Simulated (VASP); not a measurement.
# AgBiTeSe (P4/mmm) in VASP: single point with PBE

Aim: the single point of AgBiTeSe with PBE.

Program: VASP 6.6.1. These are calculated values, not measurements. Logs are shortened: lines on timing, memory, paths and dates and some standing lists are left out, and cuts for length are marked.

## Step 1: The cell of the first run

It takes space group P4/mmm (No. 123, tetragonal). Conventional cell: a = 4.202 Å, b = 4.202 Å, c = 6.292 Å, α = 90.00°, β = 90.00°, γ = 90.00°. Ag (site symmetry 4/mmm) has 4 Te at 2.97 Å and 2 Se at 3.15 Å within 3.9 Å. Within 3.9 Å of Bi (site symmetry 4/mmm) lie 4 Se at 2.97 Å and 2 Te at 3.15 Å. Te (site symmetry 4/mmm) has 4 Ag at 2.97 Å and 2 Bi at 3.15 Å within 3.9 Å. Se (site symmetry 4/mmm) has 4 Bi at 2.97 Å and 2 Ag at 3.15 Å within 3.9 Å.

## Step 2: Single point, PBE

INCAR

```
PREC = Accurate ; ENCUT = 500
EDIFF = 1E-6 ; ISMEAR = 0
SIGMA = 0.01 ; LREAL = False
LASPH = True ; NELM = 120
ALGO = Normal ; ISIF = 2
LWAVE = False ; LCHARG = False
GGA = PE ; NBANDS = 27
GGA_COMPAT = False
```

KPOINTS

```
regular mesh
0
Gamma
  3 3 2
```

POSCAR

```
AgBiTeSe
1.0
    4.2021930000      0.0000000000      0.0000000000
    0.0000000000      4.2021930000      0.0000000000
    0.0000000000      0.0000000000      6.2922500000
Ag Bi Te Se
1 1 1 1
Direct
    0.0000000000      0.0000000000      0.0000000000
    0.5000000000      0.5000000000      0.5000000000
    0.5000000000      0.5000000000      0.0000000000
    0.0000000000      0.0000000000      0.5000000000
```

Potentials or basis: VASP PAW PBE potentials, release 64 (Ag, Bi_d, Te, Se).

On the command line:

```bash
$ cat potpaw_PBE.64/Ag/POTCAR potpaw_PBE.64/Bi_d/POTCAR potpaw_PBE.64/Te/POTCAR potpaw_PBE.64/Se/POTCAR > POTCAR
$ mpirun -np 1 vasp_std > vasp.out
```

OUTCAR:

```text
PREC = Accurate
   ENCUT = 500
   EDIFF = 1E-6
   ISMEAR = 0
   LREAL = False
   LASPH = True
   NELM = 120
   ISIF = 2
   GGA = PE

 ion  position               nearest neighbor table
   1  0.000  0.000  0.000-   3 2.97   3 2.97   3 2.97   3 2.97   4 3.15   4 3.15
   2  0.500  0.500  0.500-   4 2.97   4 2.97   4 2.97   4 2.97   3 3.15   3 3.15
   3  0.500  0.500  0.000-   1 2.97   1 2.97   1 2.97   1 2.97   2 3.15   2 3.15
   4  0.000  0.000  0.500-   2 2.97   2 2.97   2 2.97   2 2.97   1 3.15   1 3.15

  LATTYP: Found a simple tetragonal cell.
 ALAT       =     4.2021930000
 C/A-ratio  =     1.4973729193

  Lattice vectors:

 A1 = (   4.2021930000,   0.0000000000,   0.0000000000)
 A2 = (   0.0000000000,   4.2021930000,   0.0000000000)
 A3 = (   0.0000000000,   0.0000000000,   6.2922500000)

Analysis of symmetry for initial positions (statically):
=====================================================================
 Subroutine PRICEL returns:
 Original cell was already a primitive cell.

 Routine SETGRP: Setting up the symmetry group for a
 simple tetragonal supercell.

 Subroutine GETGRP returns: Found 16 space group operations
 (whereof 16 operations were pure point group operations)
 out of a pool of 16 trial point group operations.

The static configuration has the point symmetry D_4h.

Analysis of symmetry for dynamics (positions and initial velocities):
=====================================================================
 Subroutine PRICEL returns:
 Original cell was already a primitive cell.

 Routine SETGRP: Setting up the symmetry group for a
 simple tetragonal supercell.

 Subroutine GETGRP returns: Found 16 space group operations
 (whereof 16 operations were pure point group operations)
 out of a pool of 16 trial point group operations.

The dynamic configuration has the point symmetry D_4h.

 Subroutine INISYM returns: Found 16 space group operations
 (whereof 16 operations are pure point group operations),
 and found     1 'primitive' translations

----------------------------------------------------------------------------------------

                                     Primitive cell

  volume of cell :     111.1112

  direct lattice vectors                    reciprocal lattice vectors
     4.202193000  0.000000000  0.000000000     0.237970983  0.000000000  0.000000000
     0.000000000  4.202193000  0.000000000     0.000000000  0.237970983  0.000000000
     0.000000000  0.000000000  6.292250000     0.000000000  0.000000000  0.158925663

  length of vectors
     4.202193000  4.202193000  6.292250000     0.237970983  0.237970983  0.158925663

  position of ions in fractional coordinates (direct lattice)
     0.000000000  0.000000000  0.000000000
     0.500000000  0.500000000  0.500000000
     0.500000000  0.500000000  0.000000000
     0.000000000  0.000000000  0.500000000

  ion indices of the primitive-cell ions
   primitive index   ion index
                 1           1
                 2           2
                 3           3
                 4           4

----------------------------------------------------------------------------------------

 KPOINTS: regular mesh

Automatic generation of k-mesh.
 Grid dimensions read from file:
 generate k-points for:    3    3    2

 Generating k-lattice:

  Cartesian coordinates                     Fractional coordinates (reciprocal lattice)
     0.079323661  0.000000000  0.000000000     0.333333333  0.000000000  0.000000000
     0.000000000  0.079323661  0.000000000     0.000000000  0.333333333  0.000000000
     0.000000000  0.000000000  0.079462831     0.000000000  0.000000000  0.500000000

  Length of vectors
     0.079323661  0.079323661  0.079462831

  Shift w.r.t. Gamma in fractional coordinates (k-lattice)
     0.000000000  0.000000000  0.000000000

 Subroutine IBZKPT returns following result:
 ===========================================

 Found      6 irreducible k-points:

 Following reciprocal coordinates:
            Coordinates               Weight
  0.000000  0.000000  0.000000      1.000000
  0.333333  0.000000  0.000000      4.000000
  0.333333  0.333333  0.000000      4.000000
  0.000000  0.000000  0.500000      1.000000
  0.333333  0.000000  0.500000      4.000000
  0.333333  0.333333  0.500000      4.000000
   k-points           NKPTS =      6   k-points in BZ     NKDIM =      6   number of bands    NBANDS=     27
   number of dos      NEDOS =    301   number of ions     NIONS =      4
   total plane-waves  NPLWV =  49152
   dimension x,y,z NGX =    32 NGY =   32 NGZ =   48
   dimension x,y,z NGXF=    64 NGYF=   64 NGZF=   96
   ions per type =               1   1   1   1
   NGX,Y,Z   is equivalent  to a cutoff of  12.66, 12.66, 12.68 a.u.
   NGXF,Y,Z  is equivalent  to a cutoff of  25.32, 25.32, 25.36 a.u.
 SYSTEM =  unknown system
   PREC   = accura    normal or accurate (medium, high low for compatibility)
   ISTART =      0    job   : 0-new  1-cont  2-samecut
   ICHARG =      2    charge: 1-file 2-atom 10-const
   ISPIN  =      1    spin polarized calculation?
   LNONCOLLINEAR =      F non collinear calculations
   LSORBIT =      F    spin-orbit coupling
   LASPH  =      T    aspherical Exc in radial PAW
   ENCUT  =  500.0 eV  36.75 Ry    6.06 a.u.   7.66  7.66 11.47*2*pi/ulx,y,z
   NELM   =    120;   NELMIN=  2; NELMDL= -5     # of ELM steps
   EDIFF  = 0.1E-05   stopping-criterion for ELM
   LREAL  =      F    real-space projection
   EDIFFG = 0.1E-04   stopping-criterion for IOM
   NSW    =      0    number of steps for IOM
   IBRION =     -1    ionic relax: 0-MD 1-quasi-New 2-CG
   NFREE  =      0    steps in history (QN), initial steepest desc. (CG)
   ISIF   =      2    stress and relaxation
   ISYM   =      2    0-nonsym 1-usesym 2-fastsym
   POTIM  = 0.5000    time-step for ionic-motion
   TEBEG  =    0.0;   TEEND  =   0.0 temperature during run
   PSTRESS=    0.0 pullay stress
   NELECT =      38.0000    total number of electrons
   NUPDOWN=      -1.0000    fix difference up-down
   EMIN   =  10.00;   EMAX   =-10.00  energy-range for DOS
   EFERMI =   0.00;   METHOD = LEGACY
   ISMEAR =     0;   SIGMA  =   0.01  broadening in eV -4-tet -1-fermi 0-gaus
   EFERMI_NEDOS =   21; number of points for ismear=-14 and -15
   IALGO  =     38    algorithm
   IMIX   =      4    mixing-type and parameters
     AMIX     =   0.40;   BMIX     =  1.00
     AMIX_MAG =   1.60;   BMIX_MAG =  1.00
  volume/ion in A,a.u.               =      27.78       187.45
  Fermi-wavevector in a.u.,A,eV,Ry     =   1.144854  2.163460 17.833024  1.310690
  Thomas-Fermi vector in A             =   2.281544
   LORBIT       =      0    0 simple, 1 ext, 2 COOP (PROOUT), +10 PAW based schemes
   GGA     = PE    functional components
   LHFCALC =     F    Hartree Fock is set to
   AEXX    =    0.0000 exact exchange contribution
   IVDW    =     0    specifies the selected vdW correction
   LEPSILON=     F    determine dielectric tensor
   LRPA    =     F    only Hartree local field effects (RPA)
 non-spin polarized calculation
 Gauss-broadening in eV      SIGMA  =   0.01
  energy-cutoff  :      500.00
  volume of cell :      111.11
 maximum number of plane-waves:      2837
 NGX is ok and might be reduce to    30
   NGX = 15   NGY = 15   NGZ = 23

 number of electron      38.0000007 magnetization

 Free energy of the ion-electron system (eV)
  ---------------------------------------------------
  ext. energy  EPLUGINS =         0.00000000
  ---------------------------------------------------
  free energy    TOTEN  =       -13.33525877 eV

  energy without entropy =      -13.33371141  energy(sigma->0) =      -13.33448509

 E-fermi :   6.1194     XC(G=0):  -9.7930

 val. band max:        6.1129814757   @ k =   0.3333   0.3333   0.5000
 cond. band min:       6.1199138529   @ k =   0.0000   0.0000   0.5000
 fundamental gap:      0.0069323772
 Fermi energy:         6.1193730019

 k-point     1 :       0.0000    0.0000    0.0000
  band No.  band energies     occupation
      1     -17.4953      2.00000
      2     -17.4777      2.00000
      3     -17.3475      2.00000
      4     -17.3475      2.00000
      5     -17.3406      2.00000
      6      -8.4342      2.00000
      7      -5.3063      2.00000
      8      -3.1341      2.00000
      9       0.7663      2.00000
     10       1.7539      2.00000
     11       1.8773      2.00000
     12       2.0596      2.00000
     13       2.0596      2.00000
     14       2.1528      2.00000
     15       2.1528      2.00000
     16       2.2823      2.00000
     17       4.5237      2.00000
     18       4.9010      2.00000
     19       4.9010      2.00000
     20       6.8904      0.00000
     21       9.4591      0.00000
     22       9.6659      0.00000
     23       9.6659      0.00000
     24      10.0828      0.00000
     25      12.6622      0.00000
     26      12.6622      0.00000
     27      12.8746      0.00000

 k-point     2 :       0.3333    0.0000    0.0000
  band No.  band energies     occupation
      1     -17.4866      2.00000
      2     -17.4838      2.00000
      3     -17.3519      2.00000
      4     -17.3471      2.00000
      5     -17.3311      2.00000
      6      -7.7853      2.00000
      7      -5.6454      2.00000
      8      -3.9068      2.00000
      9       1.1298      2.00000
     10       1.1821      2.00000
     11       1.3313      2.00000
     12       2.1356      2.00000
     13       2.1651      2.00000
     14       2.4084      2.00000
     15       3.0263      2.00000
     16       3.0450      2.00000
     17       3.6056      2.00000
     18       3.7513      2.00000
     19       5.9401      2.00000
     20       6.6654      0.00000
     21       7.2838      0.00000
     22       9.5181      0.00000
     23       9.8635      0.00000
     24      11.4096      0.00000
     25      11.7967      0.00000
     26      12.5621      0.00000
     27      13.0955      0.00000

 k-point     3 :       0.3333    0.3333    0.0000
  band No.  band energies     occupation
      1     -17.5007      2.00000
      2     -17.4708      2.00000
      3     -17.3514      2.00000
      4     -17.3512      2.00000
      5     -17.3244      2.00000
      6      -7.2967      2.00000
      7      -5.6738      2.00000
      8      -3.7584      2.00000
      9       0.5262      2.00000
     10       1.1531      2.00000
     11       1.5426      2.00000
     12       1.9745      2.00000
     13       2.0568      2.00000
     14       2.1664      2.00000
     15       2.2521      2.00000
     16       2.5727      2.00000
     17       3.4843      2.00000
     18       3.6503      2.00000
     19       3.8041      2.00000
     20       7.7790      0.00000
     21       8.1701      0.00000
     22      10.0893      0.00000
     23      10.2632      0.00000
     24      10.2936      0.00000
     25      10.8944      0.00000
     26      13.8262      0.00000
     27      14.1129      0.00000

 k-point     4 :       0.0000    0.0000    0.5000
  band No.  band energies     occupation
      1     -17.4953      2.00000
      2     -17.4777      2.00000
      3     -17.3477      2.00000
      4     -17.3477      2.00000
      5     -17.3401      2.00000
      6      -8.3525      2.00000
      7      -5.4054      2.00000
      8      -3.5870      2.00000
      9       1.2958      2.00000
     10       1.7557      2.00000
     11       1.7961      2.00000
     12       1.7961      2.00000
     13       1.8774      2.00000
     14       2.5568      2.00000
     15       2.5568      2.00000
     16       3.6651      2.00000
     17       4.3353      2.00000
     18       4.6990      2.00000
     19       4.6990      2.00000
     20       6.1199      0.93903
     21       8.9759      0.00000
     22       9.4494      0.00000
     23       9.4494      0.00000
     24       9.5892      0.00000
     25      11.4864      0.00000
     26      11.7114      0.00000
     27      13.8846      0.00000

 k-point     5 :       0.3333    0.0000    0.5000
  band No.  band energies     occupation
      1     -17.4866      2.00000
      2     -17.4838      2.00000
      3     -17.3521      2.00000
      4     -17.3473      2.00000
      5     -17.3306      2.00000
      6      -7.7246      2.00000
      7      -5.0296      2.00000
      8      -5.0219      2.00000
      9       1.1529      2.00000
     10       1.3512      2.00000
     11       1.5033      2.00000
     12       1.9581      2.00000
     13       2.0597      2.00000
     14       2.3469      2.00000
     15       3.2222      2.00000
     16       3.3717      2.00000
     17       4.9533      2.00000
     18       5.1446      2.00000
     19       6.1300      0.13129
     20       6.2449      0.00000
     21       6.4135      0.00000
     22       6.7915      0.00000
     23       9.5143      0.00000
     24      10.1459      0.00000
     25      11.8802      0.00000
     26      12.4106      0.00000
     27      12.5113      0.00000

 k-point     6 :       0.3333    0.3333    0.5000
  band No.  band energies     occupation
      1     -17.5006      2.00000
      2     -17.4708      2.00000
      3     -17.3515      2.00000
      4     -17.3514      2.00000
      5     -17.3239      2.00000
      6      -7.2561      2.00000
      7      -5.0615      2.00000
      8      -4.8421      2.00000
      9       0.5761      2.00000
     10       1.2391      2.00000
     11       1.6035      2.00000
     12       1.7323      2.00000
     13       1.8890      2.00000
     14       2.2340      2.00000
     15       2.4021      2.00000
     16       2.8682      2.00000
     17       3.3518      2.00000
     18       5.0272      2.00000
     19       5.2038      2.00000
     20       6.1130      1.63395
     21       7.9601      0.00000
     22       8.6690      0.00000
     23       9.9582      0.00000
     24      10.4621      0.00000
     25      11.8860      0.00000
     26      12.6900      0.00000
     27      13.5172      0.00000

------------------------ aborting loop because EDIFF is reached ----------------------------------------

  FORCE on cell =-STRESS in cart. coord.  units (eV):
  Direction    XX          YY          ZZ          XY          YZ          ZX
  --------------------------------------------------------------------------------------
  -------------------------------------------------------------------------------------
  Total       -1.5001186     -1.5001186      4.3679567      0.0000000      0.0000000      0.0000000
  in kB      -21.6310815    -21.6310815     62.9841031      0.0000000      0.0000000      0.0000000
  external PRESSURE =       6.5739800 kB  Pullay stress =       0.0000000 kB

 VOLUME and BASIS-vectors are now :
 -----------------------------------------------------------------------------
  energy-cutoff  :      500.00
  volume of cell :      111.11
      direct lattice vectors                 reciprocal lattice vectors
     4.202193000  0.000000000  0.000000000     0.237970983  0.000000000  0.000000000
     0.000000000  4.202193000  0.000000000     0.000000000  0.237970983  0.000000000
     0.000000000  0.000000000  6.292250000     0.000000000  0.000000000  0.158925663

 POSITION                                       TOTAL-FORCE (eV/Angst)
 -----------------------------------------------------------------------------------
      0.00000      0.00000      0.00000         0.000000      0.000000      0.000000
      2.10110      2.10110      3.14613         0.000000      0.000000      0.000000
      2.10110      2.10110      0.00000         0.000000      0.000000      0.000000
      0.00000      0.00000      3.14613         0.000000      0.000000      0.000000
 -----------------------------------------------------------------------------------
    total drift:                                0.000000      0.000000     -0.000000

  FREE ENERGIE OF THE ION-ELECTRON SYSTEM (eV)
  ---------------------------------------------------
  free  energy   TOTEN  =       -13.3352587655 eV

  energy  without entropy=      -13.3337114090  energy(sigma->0) =      -13.33448509
```

Wall time 43 s (1 thread of Intel Xeon 8259CL, shared host); peak memory 0.23 GiB.

Results:

```
Free energy            : -13.3353 eV
Pressure               : 0.7 GPa
Band gap on the k mesh : zero (band 19 reaches 6.13 eV, above the bottom of band 20 at 6.11 eV)
```

Caveat: the k points lie up to 0.50 Å⁻¹ apart; spin-orbit coupling is left out, which moves the levels of the heavy elements.
